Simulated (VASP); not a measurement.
# Ga (Immm) in VASP: single point with r2SCAN

Aim: the single point of Ga with r2SCAN.

All numbers are computed with VASP 6.6.1; they aren't measurements. Logs are shortened: lines on timing, memory, paths and dates and some standing lists are left out, and cuts for length are marked.

## (1) The cell of the first run

It takes space group Immm (No. 71, orthorhombic). The conventional cell has a = 2.808 Å, b = 2.850 Å, c = 4.458 Å, α = 90.00°, β = 90.00°, γ = 90.00°. Ga (site symmetry mmm) has 12 Ga at 2.81 to 3.00 Å within 3.7 Å.

## (2) Single point, r2SCAN (strain +0.0150 x Voigt [0, 1, 0, 0, 0, 0])

Input file POSCAR:

```
Ga
1.0
   -1.4040000000      1.4250600000      2.2290000000
    1.4040000000     -1.4250600000      2.2290000000
    1.4040000000      1.4250600000     -2.2290000000
Ga
1
Direct
    0.0000000000      0.0000000000      0.0000000000
```

Input file INCAR.step1:

```
SYSTEM = Ga
PREC = Accurate ; ENCUT = 520
ISMEAR = 0 ; SIGMA = 0.15
LREAL = .False. ; LASPH = .True.
NELM = 100 ; NBANDS = 12
GGA = PE ; ALGO = Normal
EDIFF = 1E-4 ; LWAVE = .True.
LCHARG = .False.
```

Input file INCAR.step2:

```
SYSTEM = Ga
PREC = Accurate ; ENCUT = 520
EDIFF = 1E-6 ; ISMEAR = 0
SIGMA = 0.15 ; LREAL = .False.
LASPH = .True. ; NELM = 100
ALGO = Normal ; ISIF = 2
LWAVE = .False. ; LCHARG = .False.
METAGGA = R2SCAN ; LMIXTAU = .True.
NBANDS = 12 ; ISTART = 1
```

Input file KPOINTS:

```
Automatic mesh
0
Gamma
  24 24 24
  0 0 0
```

Potentials or basis: VASP PAW PBE potentials, release 64 (Ga_d).

Command:

```sh
$ cat potpaw_PBE.64/Ga_d/POTCAR > POTCAR
$ cp INCAR.step1 INCAR
$ mpirun -np 1 vasp_std > vasp.out
$ cp INCAR.step2 INCAR
$ mpirun -np 1 vasp_std > vasp.out
```

OUTCAR:

```text
SYSTEM = Ga
   PREC = Accurate
   ENCUT = 520
   EDIFF = 1E-6
   ISMEAR = 0
   LREAL = .False.
   LASPH = .True.
   NELM = 100
   ISIF = 2
   METAGGA = R2SCAN
   ISTART = 1

 ion  position               nearest neighbor table
   1  0.000  0.000  0.000-

  LATTYP: Found a body centered orthorhombic cell.
 ALAT       =     2.8080000000
 B/A-ratio  =     1.0150000000
 C/A-ratio  =     1.5876068376

  Lattice vectors:

 A1 = (  -1.4040000000,   1.4250600000,   2.2290000000)
 A2 = (   1.4040000000,  -1.4250600000,   2.2290000000)
 A3 = (   1.4040000000,   1.4250600000,  -2.2290000000)

Analysis of symmetry for initial positions (statically):
=====================================================================
 Subroutine PRICEL returns:
 Original cell was already a primitive cell.

 Routine SETGRP: Setting up the symmetry group for a
 body centered orthorhombic supercell.

 Subroutine GETGRP returns: Found  8 space group operations
 (whereof  8 operations were pure point group operations)
 out of a pool of  8 trial point group operations.

The static configuration has the point symmetry D_2h.

Analysis of symmetry for dynamics (positions and initial velocities):
=====================================================================
 Subroutine PRICEL returns:
 Original cell was already a primitive cell.

 Routine SETGRP: Setting up the symmetry group for a
 body centered orthorhombic supercell.

 Subroutine GETGRP returns: Found  8 space group operations
 (whereof  8 operations were pure point group operations)
 out of a pool of  8 trial point group operations.

The dynamic configuration has the point symmetry D_2h.

 Subroutine INISYM returns: Found  8 space group operations
 (whereof  8 operations are pure point group operations),
 and found     1 'primitive' translations

----------------------------------------------------------------------------------------

                                     Primitive cell

  volume of cell :      17.8390

  direct lattice vectors                    reciprocal lattice vectors
    -1.404000000  1.425060000  2.229000000     0.000000000  0.350862420  0.224315837
     1.404000000 -1.425060000  2.229000000     0.356125356  0.000000000  0.224315837
     1.404000000  1.425060000 -2.229000000     0.356125356  0.350862420  0.000000000

  length of vectors
     2.995071452  2.995071452  2.995071452     0.416439710  0.420883433  0.499929702

  position of ions in fractional coordinates (direct lattice)
     0.000000000  0.000000000  0.000000000

  ion indices of the primitive-cell ions
   primitive index   ion index
                 1           1

[... 77 lines left out ...]
   ISIF   =      2    stress and relaxation
   ISYM   =      2    0-nonsym 1-usesym 2-fastsym
   POTIM  = 0.5000    time-step for ionic-motion
   TEBEG  =    0.0;   TEEND  =   0.0 temperature during run
   PSTRESS=    0.0 pullay stress
   NELECT =      13.0000    total number of electrons
   NUPDOWN=      -1.0000    fix difference up-down
   EMIN   =  10.00;   EMAX   =-10.00  energy-range for DOS
   EFERMI =   0.00;   METHOD = LEGACY
   ISMEAR =     0;   SIGMA  =   0.15  broadening in eV -4-tet -1-fermi 0-gaus
   EFERMI_NEDOS =   21; number of points for ismear=-14 and -15
   IALGO  =     38    algorithm
   IMIX   =      4    mixing-type and parameters
     AMIX     =   0.40;   BMIX     =  1.00
     AMIX_MAG =   1.60;   BMIX_MAG =  1.00
  volume/ion in A,a.u.               =      17.84       120.38
  Fermi-wavevector in a.u.,A,eV,Ry     =   1.473214  2.783971 29.529534  2.170360
  Thomas-Fermi vector in A             =   2.588134
   LORBIT       =      0    0 simple, 1 ext, 2 COOP (PROOUT), +10 PAW based schemes
   METAGGA = R2SCAN    functional components
   LHFCALC =     F    Hartree Fock is set to
   AEXX    =    0.0000 exact exchange contribution
   IVDW    =     0    specifies the selected vdW correction
   LEPSILON=     F    determine dielectric tensor
   LRPA    =     F    only Hartree local field effects (RPA)
 non-spin polarized calculation
 Gauss-broadening in eV      SIGMA  =   0.15
  energy-cutoff  :      520.00
  volume of cell :       17.84
 maximum number of plane-waves:       493
   NGX = 11   NGY = 11   NGZ = 11

 number of electron      12.9999995 magnetization

 Free energy of the ion-electron system (eV)
  ---------------------------------------------------
  ext. energy  EPLUGINS =         0.00000000
  ---------------------------------------------------
  free energy    TOTEN  =       -11.31029289 eV

  energy without entropy =      -11.30618488  energy(sigma->0) =      -11.30823888

 E-fermi :   6.0023     XC(G=0): -12.5040

 val. band max:        5.9982388937   @ k =  -0.3750   0.4167   0.3333
 cond. band min:       6.0061399512   @ k =   0.5000   0.4167   0.0000
 fundamental gap:      0.0079010575
 Fermi energy:         6.0022924587

 k-point     1 :       0.0000    0.0000    0.0000
  band No.  band energies     occupation
      1      -9.6024      2.00000
      2      -9.4868      2.00000
      3      -9.4696      2.00000
      4      -9.4470      2.00000
      5      -9.3123      2.00000
      6      -6.1157      2.00000
      7      19.3118      0.00000
      8      19.6949      0.00000
      9      19.8812      0.00000
     10      22.9745      0.00000
     11      23.1454      0.00000
     12      23.4436      0.00000
[... 331 lines left out ...]
 k-point    24 :       0.4167    0.0417    0.0000
  band No.  band energies     occupation
      1      -9.6209      2.00000
      2      -9.5724      2.00000
      3      -9.4503      2.00000
      4      -9.2776      2.00000
      5      -9.2578      2.00000
      6      -0.8037      2.00000
      7       3.3459      2.00000
      8      15.3051      0.00000
      9      17.8345      0.00000
     10      19.6841      0.00000
     11      21.7852      0.00000
     12      23.8369      0.00000

 [... further k-points ...]
[... 5 lines left out ...]
  --------------------------------------------------------------------------------------
  -------------------------------------------------------------------------------------
  Total        0.0006902     -0.0019103      0.0168701      0.0000000      0.0000000      0.0000000
  in kB        0.0619869     -0.1715705      1.5151588      0.0000000      0.0000000      0.0000000
  external PRESSURE =       0.4685251 kB  Pullay stress =       0.0000000 kB

 VOLUME and BASIS-vectors are now :
 -----------------------------------------------------------------------------
  energy-cutoff  :      520.00
  volume of cell :       17.84
      direct lattice vectors                 reciprocal lattice vectors
    -1.404000000  1.425060000  2.229000000     0.000000000  0.350862420  0.224315837
     1.404000000 -1.425060000  2.229000000     0.356125356  0.000000000  0.224315837
     1.404000000  1.425060000 -2.229000000     0.356125356  0.350862420  0.000000000

 POSITION                                       TOTAL-FORCE (eV/Angst)
 -----------------------------------------------------------------------------------
      0.00000      0.00000      0.00000        -0.000000     -0.000000     -0.000000
 -----------------------------------------------------------------------------------
    total drift:                                0.000000      0.000000     -0.000000

  FREE ENERGIE OF THE ION-ELECTRON SYSTEM (eV)
  ---------------------------------------------------
  free  energy   TOTEN  =       -11.3102928854 eV

  energy  without entropy=      -11.3061848787  energy(sigma->0) =      -11.30823888
```

OSZICAR.step1:

```text
N       E                     dE             d eps       ncg     rms          rms(c)
DAV:   1     0.440048574579E+02    0.44005E+02   -0.66799E+03 51012   0.192E+03
DAV:   2    -0.768479548755E+00   -0.44773E+02   -0.42998E+02 49716   0.266E+02
DAV:   3    -0.289203483012E+01   -0.21236E+01   -0.21177E+01 54112   0.458E+01
DAV:   4    -0.290901690467E+01   -0.16982E-01   -0.16979E-01 54200   0.437E+00
DAV:   5    -0.290919391279E+01   -0.17701E-03   -0.17700E-03 55964   0.429E-01    0.900E-01
DAV:   6    -0.288533611649E+01    0.23858E-01   -0.37277E-02 59140   0.401E+00    0.455E-01
DAV:   7    -0.287976740546E+01    0.55687E-02   -0.71536E-03 68228   0.148E+00    0.122E-01
DAV:   8    -0.287914276440E+01    0.62464E-03   -0.67122E-04 54012   0.478E-01    0.904E-03
DAV:   9    -0.287914636466E+01   -0.36003E-05   -0.60753E-06 33608   0.391E-02
   1 F= -.28791464E+01 E0= -.28769821E+01  d E =-.432855E-02
```

Run time: 25 min. Hardware: 1 thread of Intel Xeon 8259CL, shared host; peak memory 0.5 GiB.

Results:

```
Free energy            : -11.3103 eV
Pressure               : 0.0 GPa
Band gap on the k mesh : zero (an odd number of electrons rules out a gap without spin polarisation)
```

Stress tensor (GPa, compression positive):
```
 0.01  0.00  0.00
 0.00 -0.02  0.00
 0.00  0.00  0.15
```

Levels at points of the mesh, in eV from the Fermi level:
```tsv
k point	band 4	band 5	band 6	band 7	band 8	band 9
(0.00, 0.00, 0.00)	-15.45	-15.31	-12.12	13.31	13.69	13.88
(0.50, 0.00, 0.00)	-15.27	-15.24	-5.29	-4.54	9.25	12.56
(0.00, 0.50, 0.00)	-15.28	-15.23	-5.06	-4.47	9.29	12.16
(0.50, 0.50, 0.00)	-15.27	-15.16	-2.52	-1.32	4.33	5.32
(0.50, 0.50, 0.50)	-15.24	-15.24	-3.87	-3.82	6.45	7.03
```

Caveat: the cell differs from its parent crystal (strain +0.0150 x Voigt [0, 1, 0, 0, 0, 0]); the PAW data sets were made with another functional, which shifts forces and pressure a little.
